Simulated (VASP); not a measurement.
# TiB2 (P6/mmm) in VASP: a series of runs

TiB2 is run at these levels: PBE; tasks: single point.

Program: VASP 6.6.1. These are calculated values, not measurements. Logs are shortened: lines on timing, memory, paths and dates and some standing lists are left out, and cuts for length are marked.

### 1 The cell of the first run

The structure is hexagonal, space group P6/mmm (No. 191). Conventional cell: a = 3.029 Å, b = 3.029 Å, c = 3.228 Å, α = 90.00°, β = 90.00°, γ = 120.00°. Ti (site symmetry 6/mmm) has 12 B at 2.38 Å and 6 Ti at 3.03 Å within 3.1 Å. Within 2.3 Å of B (site symmetry -6m2) lie 3 B at 1.75 Å.

### 2 Single point, PBE

INCAR

```
SYSTEM = TiB2
  ALGO = Normal
  EDIFF = 1E-6
  ENCUT = 520
  GGA = PE
  ISIF = 2
  ISMEAR = 0
  LASPH = .True.
  LCHARG = .False.
  LREAL = .False.
  LWAVE = .False.
  NBANDS = 16
  NELM = 60
  PREC = Accurate
  SIGMA = 0.017
```

KPOINTS

```
k-points
0
Gamma
  10 10 8
  0 0 0
```

POSCAR

```
TiB2
1.0
    3.0292000000      0.0000000000      0.0000000000
   -1.5146000000      2.6233641531      0.0000000000
    0.0000000000      0.0000000000      3.2284000000
Ti B
1 2
Direct
    0.0000000000      0.0000000000      0.0000000000
    0.6666666667      0.3333333333      0.5000000000
    0.3333333333      0.6666666667      0.5000000000
```

Potentials or basis: VASP PAW PBE potentials, release 64 (Ti_sv, B).

Launch:

```sh
$ cat potpaw_PBE.64/Ti_sv/POTCAR potpaw_PBE.64/B/POTCAR > POTCAR
$ mpirun -np 1 vasp_std > vasp.out
```

OUTCAR:

```text
SYSTEM = TiB2
   EDIFF = 1E-6
   ENCUT = 520
   GGA = PE
   ISIF = 2
   ISMEAR = 0
   LASPH = .True.
   LREAL = .False.
   NELM = 60
   PREC = Accurate

 ion  position               nearest neighbor table
   1  0.000  0.000  0.000-   2 2.38   3 2.38   2 2.38   3 2.38   3 2.38   3 2.38   2 2.38   2 2.38
                             2 2.38   2 2.38   3 2.38   3 2.38
   2  0.667  0.333  0.500-   3 1.75   3 1.75   3 1.75   1 2.38   1 2.38   1 2.38   1 2.38   1 2.38
                             1 2.38
   3  0.333  0.667  0.500-   2 1.75   2 1.75   2 1.75   1 2.38   1 2.38   1 2.38   1 2.38   1 2.38
                             1 2.38

  LATTYP: Found a hexagonal cell.
 ALAT       =     3.0292000000
 C/A-ratio  =     1.0657599366

  Lattice vectors:

 A1 = (   3.0292000000,   0.0000000000,   0.0000000000)
 A2 = (  -1.5146000000,   2.6233641531,   0.0000000000)
 A3 = (   0.0000000000,   0.0000000000,   3.2284000000)

Analysis of symmetry for initial positions (statically):
=====================================================================
 Subroutine PRICEL returns:
 Original cell was already a primitive cell.

 Routine SETGRP: Setting up the symmetry group for a
 hexagonal supercell.

 Subroutine GETGRP returns: Found 24 space group operations
 (whereof 24 operations were pure point group operations)
 out of a pool of 24 trial point group operations.

The static configuration has the point symmetry D_6h.

Analysis of symmetry for dynamics (positions and initial velocities):
=====================================================================
 Subroutine PRICEL returns:
 Original cell was already a primitive cell.

 Routine SETGRP: Setting up the symmetry group for a
 hexagonal supercell.

 Subroutine GETGRP returns: Found 24 space group operations
 (whereof 24 operations were pure point group operations)
 out of a pool of 24 trial point group operations.

The dynamic configuration has the point symmetry D_6h.

 Subroutine INISYM returns: Found 24 space group operations
 (whereof 24 operations are pure point group operations),
 and found     1 'primitive' translations

----------------------------------------------------------------------------------------

                                     Primitive cell

  volume of cell :      25.6551

  direct lattice vectors                    reciprocal lattice vectors
     3.029200000  0.000000000  0.000000000     0.330120164  0.190594965  0.000000000
    -1.514600000  2.623364153  0.000000000     0.000000000  0.381189931  0.000000000
     0.000000000  0.000000000  3.228400000     0.000000000  0.000000000  0.309750960

  length of vectors
     3.029200000  3.029200000  3.228400000     0.381189931  0.381189931  0.309750960

  position of ions in fractional coordinates (direct lattice)
     0.000000000  0.000000000  0.000000000
     0.666666667  0.333333333  0.500000000
     0.333333333  0.666666667  0.500000000

  ion indices of the primitive-cell ions
   primitive index   ion index
                 1           1
                 2           2
                 3           3

----------------------------------------------------------------------------------------

 KPOINTS: k-points

Automatic generation of k-mesh.
 Grid dimensions read from file:
 generate k-points for:   10   10    8

 Generating k-lattice:

  Cartesian coordinates                     Fractional coordinates (reciprocal lattice)
     0.033012016  0.019059497  0.000000000     0.100000000  0.000000000  0.000000000
     0.000000000  0.038118993  0.000000000     0.000000000  0.100000000  0.000000000
     0.000000000  0.000000000  0.038718870     0.000000000  0.000000000  0.125000000

  Length of vectors
     0.038118993  0.038118993  0.038718870

  Shift w.r.t. Gamma in fractional coordinates (k-lattice)
     0.000000000  0.000000000  0.000000000

 Subroutine IBZKPT returns following result:
 ===========================================

 Found     70 irreducible k-points:

 Following reciprocal coordinates:
            Coordinates               Weight
  0.000000  0.000000  0.000000      1.000000
  0.100000 -0.000000  0.000000      6.000000
  0.200000 -0.000000  0.000000      6.000000
  0.300000 -0.000000  0.000000      6.000000
  0.400000 -0.000000  0.000000      6.000000
  0.500000 -0.000000  0.000000      3.000000
[... 16 lines left out ...]
  0.300000  0.100000  0.125000     24.000000
  0.400000  0.100000  0.125000     24.000000
 [... further k-points ...]
   k-points           NKPTS =     70   k-points in BZ     NKDIM =     70   number of bands    NBANDS=     16
   number of dos      NEDOS =    301   number of ions     NIONS =      3
   total plane-waves  NPLWV =  13824
   dimension x,y,z NGX =    24 NGY =   24 NGZ =   24
   dimension x,y,z NGXF=    48 NGYF=   48 NGZF=   48
   ions per type =               1   2
   NGX,Y,Z   is equivalent  to a cutoff of  13.17, 13.17, 12.36 a.u.
   NGXF,Y,Z  is equivalent  to a cutoff of  26.34, 26.34, 24.72 a.u.
 SYSTEM =  TiB2
   PREC   = accura    normal or accurate (medium, high low for compatibility)
   ISTART =      0    job   : 0-new  1-cont  2-samecut
   ICHARG =      2    charge: 1-file 2-atom 10-const
   ISPIN  =      1    spin polarized calculation?
   LNONCOLLINEAR =      F non collinear calculations
   LSORBIT =      F    spin-orbit coupling
   LASPH  =      T    aspherical Exc in radial PAW
   ENCUT  =  520.0 eV  38.22 Ry    6.18 a.u.   5.63  5.63  6.00*2*pi/ulx,y,z
   NELM   =     60;   NELMIN=  2; NELMDL= -5     # of ELM steps
   EDIFF  = 0.1E-05   stopping-criterion for ELM
   LREAL  =      F    real-space projection
   EDIFFG = 0.1E-04   stopping-criterion for IOM
   NSW    =      0    number of steps for IOM
   IBRION =     -1    ionic relax: 0-MD 1-quasi-New 2-CG
   NFREE  =      0    steps in history (QN), initial steepest desc. (CG)
   ISIF   =      2    stress and relaxation
   ISYM   =      2    0-nonsym 1-usesym 2-fastsym
   POTIM  = 0.5000    time-step for ionic-motion
   TEBEG  =    0.0;   TEEND  =   0.0 temperature during run
   PSTRESS=    0.0 pullay stress
   NELECT =      18.0000    total number of electrons
   NUPDOWN=      -1.0000    fix difference up-down
   EMIN   =  10.00;   EMAX   =-10.00  energy-range for DOS
   EFERMI =   0.00;   METHOD = LEGACY
   ISMEAR =     0;   SIGMA  =   0.02  broadening in eV -4-tet -1-fermi 0-gaus
   EFERMI_NEDOS =   21; number of points for ismear=-14 and -15
   IALGO  =     38    algorithm
   IMIX   =      4    mixing-type and parameters
     AMIX     =   0.40;   BMIX     =  1.00
     AMIX_MAG =   1.60;   BMIX_MAG =  1.00
  volume/ion in A,a.u.               =       8.55        57.71
  Fermi-wavevector in a.u.,A,eV,Ry     =   1.454703  2.748990 28.792122  2.116161
  Thomas-Fermi vector in A             =   2.571823
   LORBIT       =      0    0 simple, 1 ext, 2 COOP (PROOUT), +10 PAW based schemes
   GGA     = PE    functional components
   LHFCALC =     F    Hartree Fock is set to
   AEXX    =    0.0000 exact exchange contribution
   IVDW    =     0    specifies the selected vdW correction
   LEPSILON=     F    determine dielectric tensor
   LRPA    =     F    only Hartree local field effects (RPA)
 non-spin polarized calculation
 Gauss-broadening in eV      SIGMA  =   0.02
  energy-cutoff  :      520.00
  volume of cell :       25.66
 maximum number of plane-waves:       721
 NGX is ok and might be reduce to    24
   NGX = 11   NGY = 11   NGZ = 13

 number of electron      18.0000002 magnetization

 Free energy of the ion-electron system (eV)
  ---------------------------------------------------
  ext. energy  EPLUGINS =         0.00000000
  ---------------------------------------------------
  free energy    TOTEN  =       -24.42038976 eV

  energy without entropy =      -24.42007557  energy(sigma->0) =      -24.42023267

 E-fermi :   9.9378     XC(G=0): -12.7685

 val. band max:        9.9141437009   @ k =   0.2000   0.2000   0.1250
 cond. band min:       9.9399542520   @ k =   0.3000   0.2000   0.0000
 fundamental gap:      0.0258105510
 Fermi energy:         9.9378202601

 k-point     1 :       0.0000    0.0000    0.0000
  band No.  band energies     occupation
      1     -46.9617      2.00000
      2     -23.3015      2.00000
      3     -23.0042      2.00000
      4     -23.0042      2.00000
      5      -3.5061      2.00000
      6       7.3969      2.00000
[... 8 lines left out ...]
     15      15.7725      0.00000
     16      16.9192      0.00000

 k-point     2 :       0.1000   -0.0000    0.0000
  band No.  band energies     occupation
      1     -46.9565      2.00000
      2     -23.2948      2.00000
      3     -23.0438      2.00000
      4     -23.0132      2.00000
      5      -3.3140      2.00000
      6       6.8528      2.00000
[... 8 lines left out ...]
     15      16.8555      0.00000
     16      17.5345      0.00000

 k-point     3 :       0.2000   -0.0000    0.0000
  band No.  band energies     occupation
      1     -46.9429      2.00000
      2     -23.2776      2.00000
      3     -23.1464      2.00000
      4     -23.0366      2.00000
      5      -2.7531      2.00000
      6       5.5325      2.00000
[... 8 lines left out ...]
     15      17.8409      0.00000
     16      18.9629      0.00000

 k-point     4 :       0.3000   -0.0000    0.0000
  band No.  band energies     occupation
      1     -46.9261      2.00000
      2     -23.2711      2.00000
      3     -23.2562      2.00000
      4     -23.0654      2.00000
      5      -1.8634      2.00000
      6       3.9142      2.00000
[... 8 lines left out ...]
     15      17.2967      0.00000
     16      19.0647      0.00000

 k-point     5 :       0.4000   -0.0000    0.0000
  band No.  band energies     occupation
      1     -46.9124      2.00000
      2     -23.3703      2.00000
      3     -23.2388      2.00000
      4     -23.0886      2.00000
      5      -0.6961      2.00000
      6       2.2608      2.00000
[... 8 lines left out ...]
     15      17.4180      0.00000
     16      18.5433      0.00000

 k-point     6 :       0.5000   -0.0000    0.0000
  band No.  band energies     occupation
      1     -46.9072      2.00000
      2     -23.4078      2.00000
      3     -23.2322      2.00000
      4     -23.0974      2.00000
      5       0.6341      2.00000
      6       0.7625      2.00000
[... 8 lines left out ...]
     15      17.4488      0.00000
     16      18.1902      0.00000

 k-point     7 :       0.1000    0.1000    0.0000
  band No.  band energies     occupation
      1     -46.9471      2.00000
      2     -23.2829      2.00000
      3     -23.1120      2.00000
      4     -23.0323      2.00000
      5      -2.9374      2.00000
      6       6.0349      2.00000
[... 8 lines left out ...]
     15      17.6635      0.00000
     16      18.1486      0.00000

 k-point     8 :       0.2000    0.1000    0.0000
  band No.  band energies     occupation
      1     -46.9319      2.00000
      2     -23.2636      2.00000
      3     -23.2185      2.00000
      4     -23.0655      2.00000
      5      -2.2119      2.00000
      6       4.7174      2.00000
[... 8 lines left out ...]
     15      17.6801      0.00000
     16      19.0658      0.00000

 k-point     9 :       0.3000    0.1000    0.0000
  band No.  band energies     occupation
      1     -46.9167      2.00000
      2     -23.3229      2.00000
      3     -23.2442      2.00000
      4     -23.0989      2.00000
      5      -1.1827      2.00000
      6       3.1524      2.00000
[... 8 lines left out ...]
     15      17.7916      0.00000
     16      19.0479      0.00000
[... 172 lines left out ...]
 k-point    19 :       0.4000   -0.0000    0.1250
  band No.  band energies     occupation
      1     -46.9104      2.00000
      2     -23.3659      2.00000
      3     -23.2649      2.00000
      4     -23.0855      2.00000
      5      -0.5926      2.00000
      6       2.2897      2.00000
[... 8 lines left out ...]
     15      17.9385      0.00000
     16      19.5805      0.00000

 k-point    20 :       0.5000   -0.0000    0.1250
  band No.  band energies     occupation
      1     -46.9052      2.00000
      2     -23.4032      2.00000
      3     -23.2580      2.00000
      4     -23.0942      2.00000
      5       0.6844      2.00000
      6       0.8351      2.00000
[... 8 lines left out ...]
     15      18.1961      0.00000
     16      19.3441      0.00000

 k-point    21 :       0.1000    0.1000    0.1250
  band No.  band energies     occupation
      1     -46.9450      2.00000
      2     -23.3115      2.00000
      3     -23.1089      2.00000
      4     -23.0297      2.00000
      5      -2.7528      2.00000
      6       6.1263      2.00000
[... 8 lines left out ...]
     15      17.5831      0.00000
     16      17.8735      0.00000

 k-point    22 :       0.2000    0.1000    0.1250
  band No.  band energies     occupation
      1     -46.9298      2.00000
      2     -23.2914      2.00000
      3     -23.2146      2.00000
      4     -23.0626      2.00000
      5      -2.0542      2.00000
      6       4.7574      2.00000
[... 8 lines left out ...]
     15      18.0362      0.00000
     16      19.3788      0.00000

 k-point    23 :       0.3000    0.1000    0.1250
  band No.  band energies     occupation
      1     -46.9146      2.00000
      2     -23.3190      2.00000
      3     -23.2704      2.00000
      4     -23.0958      2.00000
      5      -1.0633      2.00000
      6       3.1739      2.00000
[... 8 lines left out ...]
     15      18.2880      0.00000
     16      19.7205      0.00000

 k-point    24 :       0.4000    0.1000    0.1250
  band No.  band energies     occupation
      1     -46.9052      2.00000
      2     -23.3821      2.00000
      3     -23.2580      2.00000
      4     -23.1162      2.00000
      5       0.1687      2.00000
      6       1.6147      2.00000
[... 8 lines left out ...]
     15      18.5866      0.00000
     16      19.5131      0.00000

 [... further k-points ...]
[... 5 lines left out ...]
  --------------------------------------------------------------------------------------
  -------------------------------------------------------------------------------------
  Total        0.0934088      0.0934088      0.0887755      0.0000000      0.0000000     -0.0000000
  in kB        5.8334369      5.8334369      5.5440876      0.0000000      0.0000000     -0.0000000
  external PRESSURE =       5.7369871 kB  Pullay stress =       0.0000000 kB

 VOLUME and BASIS-vectors are now :
 -----------------------------------------------------------------------------
  energy-cutoff  :      520.00
  volume of cell :       25.66
      direct lattice vectors                 reciprocal lattice vectors
     3.029200000  0.000000000  0.000000000     0.330120164  0.190594965  0.000000000
    -1.514600000  2.623364153  0.000000000     0.000000000  0.381189931  0.000000000
     0.000000000  0.000000000  3.228400000     0.000000000  0.000000000  0.309750960

 POSITION                                       TOTAL-FORCE (eV/Angst)
 -----------------------------------------------------------------------------------
      0.00000      0.00000      0.00000        -0.000000      0.000000      0.000000
      1.51460      0.87445      1.61420         0.000000      0.000000      0.000000
     -0.00000      1.74891      1.61420        -0.000000     -0.000000      0.000000
 -----------------------------------------------------------------------------------
    total drift:                               -0.000000      0.000000      0.000000

  FREE ENERGIE OF THE ION-ELECTRON SYSTEM (eV)
  ---------------------------------------------------
  free  energy   TOTEN  =       -24.4203897610 eV

  energy  without entropy=      -24.4200755711  energy(sigma->0) =      -24.42023267
```

Run time: 8.5 s. Hardware: 1 thread of Intel Xeon 6975P-C (Granite Rapids), shared host; peak memory 0.15 GiB.

Results:

| Quantity | Value |
| --- | --- |
| Free energy | -24.4204 eV |
| Pressure | 0.6 GPa |
| Band gap on the k mesh | zero (band 9 reaches 10.39 eV, above the bottom of band 10 at 9.82 eV) |

Levels at points of the mesh, in eV from the Fermi level:
```csv
k point,band 5,band 6,band 7,band 8,band 9,band 10,band 11,band 12,band 13,band 14
"(0.00, 0.00, 0.00)",-13.44,-2.54,-2.54,-2.27,-2.05,1.95,1.95,3.71,3.71,5.83
"(0.50, 0.00, 0.00)",-9.30,-9.18,-3.20,-3.16,-2.20,1.40,2.79,3.27,3.42,7.50
"(0.00, 0.00, 0.50)",-11.53,-7.55,-0.49,-0.49,-0.11,-0.11,0.49,0.49,1.70,6.62
"(0.50, 0.00, 0.50)",-9.69,-7.49,-4.57,-3.76,-3.09,2.54,2.97,4.52,4.64,5.43
```

### 3 Single point, PBE

INCAR

```
SYSTEM = TiB2
PREC = Accurate ; ENCUT = 520
EDIFF = 1E-6 ; ISMEAR = 0
SIGMA = 0.018000000000000002 ; LREAL = .False.
LASPH = .True. ; NELM = 100
ALGO = Normal ; ISIF = 2
LWAVE = .False. ; LCHARG = .False.
GGA = PE ; NBANDS = 16
```

KPOINTS

```
regular mesh
0
Gamma
  10 10 8
  0 0 0
```

POSCAR is that of step 2.

Potentials or basis: VASP PAW PBE potentials, release 64 (Ti_sv, B).

Launch:

```sh
$ cat potpaw_PBE.64/Ti_sv/POTCAR potpaw_PBE.64/B/POTCAR > POTCAR
$ mpirun -np 1 vasp_std > vasp.out
```

It took 10 s on 1 thread of Intel Xeon 6975P-C (Granite Rapids), shared host; peak memory 0.15 GiB.

The run converged. Its results:

```
Free energy            : -24.4204 eV
Pressure               : 0.6 GPa
Band gap on the k mesh : zero (band 9 reaches 10.38 eV, above the bottom of band 10 at 9.82 eV)
```

Levels at points of the mesh, in eV from the Fermi level:
```csv
k point,band 5,band 6,band 7,band 8,band 9,band 10,band 11,band 12,band 13,band 14
"(0.00, 0.00, 0.00)",-13.44,-2.54,-2.54,-2.27,-2.05,1.95,1.95,3.71,3.71,5.83
"(0.50, 0.00, 0.00)",-9.30,-9.18,-3.20,-3.16,-2.20,1.40,2.79,3.27,3.42,7.50
"(0.00, 0.00, 0.50)",-11.52,-7.55,-0.49,-0.49,-0.11,-0.11,0.49,0.49,1.70,6.62
"(0.50, 0.00, 0.50)",-9.69,-7.49,-4.57,-3.76,-3.09,2.54,2.97,4.52,4.64,5.43
```

### 4 Single point, PBE

INCAR

```
SYSTEM = TiB2
PREC     = Accurate       ! precision mode
ENCUT    = 520            ! plane-wave cutoff, eV
EDIFF    = 1E-6           ! SCF threshold, eV
ISMEAR   = 0              ! smearing method
SIGMA    = 0.019000000000000003 ! smearing width, eV
LREAL    = .FALSE.        ! projectors in reciprocal space
LASPH    = .TRUE.         ! aspherical terms in the spheres
NELM     = 80             ! most SCF steps
ALGO     = Normal         ! electronic algorithm
ISIF     = 2              ! what is computed and relaxed
LWAVE    = .FALSE.        ! write WAVECAR
LCHARG   = .FALSE.        ! write CHGCAR
GGA      = PE             ! functional
NBANDS   = 16             ! bands
```

KPOINTS

```
regular mesh
0
G
  10 10 8
  0 0 0
```

POSCAR is that of step 3.

Launch:

```sh
$ cat potpaw_PBE.64/Ti_sv/POTCAR potpaw_PBE.64/B/POTCAR > POTCAR
$ mpirun -np 1 vasp_std > vasp.out
```

Wall time 8.8 s (1 thread of Intel Xeon 6975P-C (Granite Rapids), shared host); peak memory 0.15 GiB.

Results (log left out):

| Quantity | Value |
| --- | --- |
| Free energy | -24.4204 eV |
| Pressure | 0.6 GPa |
| Band gap on the k mesh | zero (band 9 reaches 10.38 eV, above the bottom of band 10 at 9.82 eV) |

Levels at points of the mesh, in eV from the Fermi level:
| k point | band 7 | band 8 | band 9 | band 10 | band 11 | band 12 |
| --- | --- | --- | --- | --- | --- | --- |
| (0.00, 0.00, 0.00) | -2.54 | -2.27 | -2.05 | 1.95 | 1.95 | 3.71 |
| (0.50, 0.00, 0.00) | -3.20 | -3.16 | -2.20 | 1.40 | 2.79 | 3.27 |
| (0.00, 0.00, 0.50) | -0.49 | -0.49 | -0.11 | -0.11 | 0.49 | 0.49 |
| (0.50, 0.00, 0.50) | -4.57 | -3.76 | -3.09 | 2.54 | 2.97 | 4.52 |

### 5 Summary

| smearing | gap on the mesh (eV) | pressure (GPa) |
| --- | --- | --- |
| gaussian 0.017 eV | none | 0.6 |
| gaussian 0.018 eV | none | 0.6 |
| gaussian 0.019 eV | none | 0.6 |

Alike in all rows: task single point; level PBE; potentials or basis VASP PAW PBE potentials, release 64 (Ti_sv, B); no spin polarisation; cell as given; k mesh 10 × 10 × 8; cutoff (eV) 520.

Every run on the cell as given and a fine mesh finds a metal.

Total energies depend on the potentials used, so only differences within one code and one set of settings carry meaning.
